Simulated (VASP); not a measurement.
# Fe (Fmmm) in VASP: a series of runs

The runs below take Fe through relaxation of cell and atoms, with PBEsol.

All numbers are computed with VASP 6.6.1; they aren't measurements. Logs are shortened: lines on timing, memory, paths and dates and some standing lists are left out, and cuts for length are marked.

### 1 The cell of the first run

The structure is orthorhombic, space group Fmmm (No. 69). The conventional cell has a = 2.997 Å, b = 3.883 Å, c = 3.930 Å, α = 90.00°, β = 90.00°, γ = 90.00°. Within 3.2 Å of Fe (site symmetry mmm) lie 14 Fe at 2.45 to 3.00 Å.

### 2 Relaxation of cell and atoms, PBEsol, collinear spin, ferromagnetic start, target pressure 5 GPa, at which the enthalpy is minimised

The input, INCAR:

```
SYSTEM = Fe
  PREC = Accurate
  ENCUT = 600
  EDIFF = 1E-6
  ISMEAR = -1
  SIGMA = 0.05
  LREAL = .FALSE.
  LASPH = .TRUE.
  NELM = 150
  ALGO = Normal
  ISIF = 3
  LWAVE = .FALSE.
  LCHARG = .FALSE.
  ISPIN = 2
  MAGMOM = 3
  LORBIT = 11
  LMAXMIX = 4
  GGA = PS
  IBRION = 2
  NSW = 60
  EDIFFG = -0.01
  PSTRESS = 50.0
```

The input, KPOINTS:

```
Automatic mesh
0
G
  13 13 13
  0 0 0
```

The input, POSCAR:

```
Fe
1.0
    0.0000000000      1.9417396906      1.9651051623
    1.4984397099      0.0000000000      1.9651051623
    1.4984397099      1.9417396906      0.0000000000
Fe
1
Direct
    0.0000000000      0.0000000000      0.0000000000
```

Potentials or basis: VASP PAW PBE potentials, release 64 (Fe).

Command:

```console
$ cat potpaw_PBE.64/Fe/POTCAR > POTCAR
$ mpirun -np 1 vasp_std > vasp.out
```

OUTCAR:

```text
SYSTEM = Fe
   PREC = Accurate
   ENCUT = 600
   EDIFF = 1E-6
   ISMEAR = -1
   LREAL = .FALSE.
   LASPH = .TRUE.
   NELM = 150
   ISIF = 3
   ISPIN = 2
   LORBIT = 11
   GGA = PS
   IBRION = 2
   NSW = 60
   EDIFFG = -0.01
   PSTRESS = 50.0

 ion  position               nearest neighbor table
   1  0.000  0.000  0.000-

  LATTYP: Found a face centered orthorhombic cell.
 ALAT       =     2.9968794198
 B/A-ratio  =     1.2958410524
 C/A-ratio  =     1.3114342535

  Lattice vectors:

 A1 = (   0.0000000000,   1.9417396906,   1.9651051623)
 A2 = (   1.4984397099,   0.0000000000,   1.9651051623)
 A3 = (   1.4984397099,   1.9417396906,   0.0000000000)

Analysis of symmetry for initial positions (statically):
=====================================================================
 Subroutine PRICEL returns:
 Original cell was already a primitive cell.

 Routine SETGRP: Setting up the symmetry group for a
 face centered orthorhombic supercell.

 Subroutine GETGRP returns: Found  8 space group operations
 (whereof  8 operations were pure point group operations)
 out of a pool of  8 trial point group operations.

The static configuration has the point symmetry D_2h.

Analysis of symmetry for dynamics (positions and initial velocities):
=====================================================================
 Subroutine PRICEL returns:
 Original cell was already a primitive cell.

 Routine SETGRP: Setting up the symmetry group for a
 face centered orthorhombic supercell.

 Subroutine GETGRP returns: Found  8 space group operations
 (whereof  8 operations were pure point group operations)
 out of a pool of  8 trial point group operations.

The dynamic configuration has the point symmetry D_2h.

Analysis of structural, dynamic, and magnetic symmetry:
=====================================================================
 Subroutine PRICEL returns:
 Original cell was already a primitive cell.

 Routine SETGRP: Setting up the symmetry group for a
 face centered orthorhombic supercell.

 Subroutine GETGRP returns: Found  8 space group operations
 (whereof  8 operations were pure point group operations)
 out of a pool of  8 trial point group operations.

The overall configuration has the point symmetry D_2h.

 Subroutine INISYM returns: Found  8 space group operations
 (whereof  8 operations are pure point group operations),
 and found     1 'primitive' translations

----------------------------------------------------------------------------------------

[... 117 lines left out ...]
   AEXX    =    0.0000 exact exchange contribution
   IVDW    =     0    specifies the selected vdW correction
   LEPSILON=     F    determine dielectric tensor
   LRPA    =     F    only Hartree local field effects (RPA)
 conjugate gradient relaxation of ions
 spin polarized calculation
  energy-cutoff  :      600.00
  volume of cell :       11.44
 maximum number of plane-waves:       396
 NGX is ok and might be reduce to    24
   NGX = 11   NGY =  9   NGZ =  9

--------------------------------------- Ionic step        1  -------------------------------------------

 number of electron       7.9999998 magnetization       2.2002740

 Free energy of the ion-electron system (eV)
  ---------------------------------------------------
  ext. energy  EPLUGINS =         0.00000000
  ---------------------------------------------------
  free energy    TOTEN  =        -8.88035246 eV

  energy without entropy =       -8.87077479  energy(sigma->0) =       -8.87556362

------------------------ aborting loop because EDIFF is reached ----------------------------------------

  FORCE on cell =-STRESS in cart. coord.  units (eV):
  Direction    XX          YY          ZZ          XY          YZ          ZX
  --------------------------------------------------------------------------------------
  -------------------------------------------------------------------------------------
  Total       -1.1013519     -0.5102248     -0.6108012      0.0000000      0.0000000      0.0000000
  in kB     -154.3087722    -71.4868334    -85.5784475      0.0000000      0.0000000      0.0000000
  external PRESSURE =    -153.7913510 kB  Pullay stress =      50.0000000 kB
[... 94 lines left out ...]
  energy  without entropy=       -8.8951350748  energy(sigma->0) =       -8.89902641

  enthalpy is  TOTEN    =        -8.5738128261 eV   P V=        0.3291049164

[... ionic steps 4 to 10 ...]

--------------------------------------- Ionic step       11  -------------------------------------------

 number of electron       7.9999999 magnetization       2.0346443

------------------------ aborting loop because EDIFF is reached ----------------------------------------
[... 69 lines left out ...]
--------------------------------------- Ionic step       13  -------------------------------------------

 number of electron       7.9999999 magnetization       2.0346479

 Free energy of the ion-electron system (eV)
  ---------------------------------------------------
  ext. energy  EPLUGINS =         0.00000000
  ---------------------------------------------------
  free energy    TOTEN  =        -8.91868349 eV

  energy without entropy =       -8.91029320  energy(sigma->0) =       -8.91448835

 E-fermi :   6.5189     XC(G=0): -13.6987

 val. band max:        6.5108681418   @ k =   0.3846   0.2308   0.1538
 cond. band min:       6.5232124475   @ k =  -0.1538   0.1538   0.1538
 fundamental gap:      0.0123443057
 Fermi energy:         6.5188746736

 spin component 1

 k-point     1 :       0.0000    0.0000    0.0000
  band No.  band energies     occupation
      1      -2.5088      1.00000
      2       4.0078      1.00000
      3       4.0110      1.00000
      4       4.0179      1.00000
      5       5.4174      1.00000
      6       5.4258      1.00000
      7      32.0678      0.00000
      8      32.0958      0.00000
      9      32.1070      0.00000
     10      37.6737      0.00000
[... 287 lines left out ...]
 k-point    24 :       0.4615    0.1538   -0.0000
  band No.  band energies     occupation
      1       1.5884      1.00000
      2       2.9600      1.00000
      3       3.9554      1.00000
      4       5.3542      1.00000
      5       5.8608      1.00000
      6       8.0202      0.00000
      7      17.4386      0.00000
      8      22.2688      0.00000
      9      27.4000      0.00000
     10      33.0305      0.00000

 [... further k-points ...]

 spin component 2

 k-point     1 :       0.0000    0.0000    0.0000
  band No.  band energies     occupation
      1      -2.2479      1.00000
      2       5.7678      1.00000
      3       5.7722      1.00000
      4       5.7811      1.00000
      5       7.9327      0.00000
      6       7.9453      0.00000
      7      32.0004      0.00000
      8      32.0288      0.00000
      9      32.0401      0.00000
     10      38.0044      0.00000
[... 331 lines left out ...]
  energy  without entropy=       -8.9102932039  energy(sigma->0) =       -8.91448835

  enthalpy is  TOTEN    =        -8.5890511539 eV   P V=        0.3296323358

 reached required accuracy - stopping structural energy minimisation

 total charge

# of ion       s       p       d       tot
------------------------------------------
    1        0.522   0.612   6.302   7.436

 magnetization (x)

# of ion       s       p       d       tot
------------------------------------------
    1       -0.013  -0.051   2.077   2.014
```

OSZICAR:

```text
N       E                     dE             d eps       ncg     rms          rms(c)
DAV:   1     0.200892034698E+02    0.20089E+02   -0.44508E+03 14226   0.109E+03
DAV:   2    -0.936273189112E+01   -0.29452E+02   -0.27405E+02 13834   0.141E+02
DAV:   3    -0.996058515108E+01   -0.59785E+00   -0.59217E+00 15450   0.254E+01
[... 97 lines left out ...]
DAV:   2    -0.891867135030E+01    0.28631E-06   -0.67235E-07  7800   0.104E-02
  12 F= -.85890510E+01 E0= -.85848558E+01  d E =-.607840E-04  mag=     2.0346
       N       E                     dE             d eps       ncg     rms          rms(c)
DAV:   1    -0.891868515767E+01   -0.13521E-04   -0.72526E-05 15800   0.803E-02    0.994E-03
DAV:   2    -0.891868388916E+01    0.12685E-05   -0.27351E-06  8776   0.205E-02    0.585E-03
DAV:   3    -0.891868348970E+01    0.39946E-06   -0.59180E-07  7026   0.972E-03
  13 F= -.85890512E+01 E0= -.85848560E+01  d E =-.609698E-04  mag=     2.0347
```

Run time: 13 min. Hardware: 1 thread of Oxide Virtual Turin-like, shared host; peak memory 0.19 GiB.

What came out:

| Item | Value |
| --- | --- |
| Free energy | -8.9187 eV |
| Relaxed volume | 10.56 Å³/atom |
| Relaxed cell | a = 2.763 Å, b = 2.394 Å, c = 2.394 Å, α = 70.49°, β = 54.76°, γ = 54.74° |
| Space group after relaxing (to 0.1 Å) | Im-3m (No. 229) |
| Energy change on relaxing (the run minimises the enthalpy) | -38.3 meV/atom |
| Ionic steps | 13 |
| Pressure after relaxing | 5.0 GPa |
| Band gap on the k mesh | zero (filled and empty bands overlap) |
| Net moment | 2.03 μB per cell |
| Site moments | Fe +2.01 μB |
| Valence electrons inside the program's atomic spheres | Fe 7.44 |

The path:
| step | energy change (eV) | largest force (eV/Å) | pressure (GPa) | volume (Å³) |
| --- | --- | --- | --- | --- |
| 1 | 0.0000 | 0.0000 | -10.38 | 11.44 |
| 2 | 0.0632 | 0.0000 | 31.39 | 9.71 |
| 3 | -0.0226 | 0.0000 | 5.89 | 10.55 |
| 4 | -0.0326 | 0.0000 | 6.14 | 10.52 |
| 5 | -0.0354 | 0.0000 | 6.68 | 10.49 |
| 6 | -0.0353 | 0.0000 | 6.87 | 10.48 |
| 7 | -0.0410 | 0.0000 | 2.19 | 10.69 |
| 8 | -0.0384 | 0.0000 | 4.87 | 10.57 |
| 9 | -0.0384 | 0.0000 | 4.76 | 10.57 |
| 10 | -0.0383 | 0.0000 | 4.94 | 10.56 |
| 11 | -0.0383 | 0.0000 | 4.92 | 10.56 |
| 12 | -0.0383 | 0.0000 | 4.91 | 10.56 |
| 13 | -0.0383 | 0.0000 | 4.98 | 10.56 |

Final structure:
```
CELL_PARAMETERS angstrom
0.00000 1.95346 1.95417
1.38348 0.00000 1.95417
1.38348 1.95346 0.00000
ATOMIC_POSITIONS crystal
Fe 0.00000 0.00000 0.00000
```

Levels at points of the mesh, in eV from the Fermi level:
Spin up:
```csv
k point,band 1,band 2,band 3,band 4,band 5,band 6,band 7,band 8,band 9,band 10
"(0.00, 0.00, 0.00)",-9.03,-2.51,-2.51,-2.50,-1.10,-1.09,25.55,25.58,25.59,31.15
```
Spin down:
```tsv
k point	band 1	band 2	band 3	band 4	band 5	band 6	band 7	band 8
(0.00, 0.00, 0.00)	-8.77	-0.75	-0.75	-0.74	1.41	1.43	25.48	25.51
```

Caveat: the cell is relaxed towards a set pressure, so the run minimises the enthalpy, not the energy; the PAW data sets were made with another functional, which shifts forces and pressure a little.

### 3 Relaxation of cell and atoms, PBEsol, collinear spin, ferromagnetic start, target pressure 10 GPa, at which the enthalpy is minimised

The input, INCAR:

```
SYSTEM = Fe
PREC     = Accurate       ! precision mode
ENCUT    = 600            ! plane-wave cutoff, eV
EDIFF    = 1E-6           ! SCF threshold, eV
ISMEAR   = -1             ! smearing method
SIGMA    = 0.05           ! smearing width, eV
LREAL    = .FALSE.        ! projectors in reciprocal space
LASPH    = .TRUE.         ! aspherical terms in the spheres
NELM     = 150            ! most SCF steps
ALGO     = Normal         ! electronic algorithm
ISIF     = 3              ! what is computed and relaxed
LWAVE    = .FALSE.        ! write WAVECAR
LCHARG   = .FALSE.        ! write CHGCAR
ISPIN    = 2              ! spin polarisation
MAGMOM   = 3              ! initial moments
LORBIT   = 11             ! projections on sites
LMAXMIX  = 4              ! l up to which the mixer works
GGA      = PS             ! functional
IBRION   = 2              ! ionic algorithm
NSW      = 60             ! ionic steps
EDIFFG   = -0.01          ! ionic threshold
PSTRESS  = 100.0
```

The input, KPOINTS:

```
regular mesh
0
G
  13 13 13
  0 0 0
```

POSCAR is that of step 2.

Potentials or basis: VASP PAW PBE potentials, release 64 (Fe).

Command:

```console
$ cat potpaw_PBE.64/Fe/POTCAR > POTCAR
$ mpirun -np 1 vasp_std > vasp.out
```

Run time: 13 min. Hardware: 1 thread of Oxide Virtual Turin-like, shared host; peak memory 0.19 GiB.

The run converged. Its results:

```
Free energy                                                : -8.9096 eV
Relaxed volume                                             : 10.36 Å³/atom
Relaxed cell                                               : a = 2.746 Å, b = 2.379 Å, c = 2.379 Å, α = 70.49°, β = 54.76°, γ = 54.75°
Space group after relaxing (to 0.1 Å)                      : Im-3m (No. 229)
Energy change on relaxing (the run minimises the enthalpy) : -29.2 meV/atom
Ionic steps                                                : 10
Pressure after relaxing                                    : 10.0 GPa
Band gap on the k mesh                                     : zero (filled and empty bands overlap)
Net moment                                                 : 2.01 μB per cell
Site moments                                               : Fe +1.99 μB
Valence electrons inside the program's atomic spheres      : Fe 7.48
```

Stress tensor (GPa, compression positive):
```
 9.88  0.00  0.00
 0.00 10.06  0.00
 0.00  0.00 10.04
```

Step by step:
| step | energy change (eV) | largest force (eV/Å) | pressure (GPa) | volume (Å³) |
| --- | --- | --- | --- | --- |
| 1 | 0.0000 | 0.0000 | -10.38 | 11.44 |
| 2 | 0.1996 | 0.0000 | 53.73 | 9.19 |
| 3 | -0.0137 | 0.0000 | 10.12 | 10.38 |
| 4 | -0.0122 | 0.0000 | 10.71 | 10.35 |
| 5 | -0.0221 | 0.0000 | 11.18 | 10.33 |
| 6 | -0.0243 | 0.0000 | 11.86 | 10.30 |
| 7 | -0.0240 | 0.0000 | 12.07 | 10.29 |
| 8 | -0.0363 | 0.0000 | 6.35 | 10.50 |
| 9 | -0.0296 | 0.0000 | 9.79 | 10.37 |
| 10 | -0.0292 | 0.0000 | 10.00 | 10.36 |

Final structure:
```
Fe
1.0
     0.00000    1.94144    1.94166
     1.37478    0.00000    1.94166
     1.37478    1.94144    0.00000
Fe
1
Direct
  0.00000 0.00000 0.00000
```

Levels at points of the mesh, in eV from the Fermi level:
Spin up:
```
           k point  band 1  band 2  band 3  band 4  band 5  band 6  band 7  band 8  band 9  band 10
(0.00, 0.00, 0.00)   -9.16   -2.57   -2.57   -2.56   -1.11   -1.11   25.72   25.75   25.75    31.46
```
Spin down:
| k point | band 1 | band 2 | band 3 | band 4 | band 5 | band 6 |
| --- | --- | --- | --- | --- | --- | --- |
| (0.00, 0.00, 0.00) | -8.90 | -0.83 | -0.83 | -0.82 | 1.38 | 1.39 |

Caveat: the cell is relaxed towards a set pressure, so the run minimises the enthalpy, not the energy; the PAW data sets were made with another functional, which shifts forces and pressure a little.
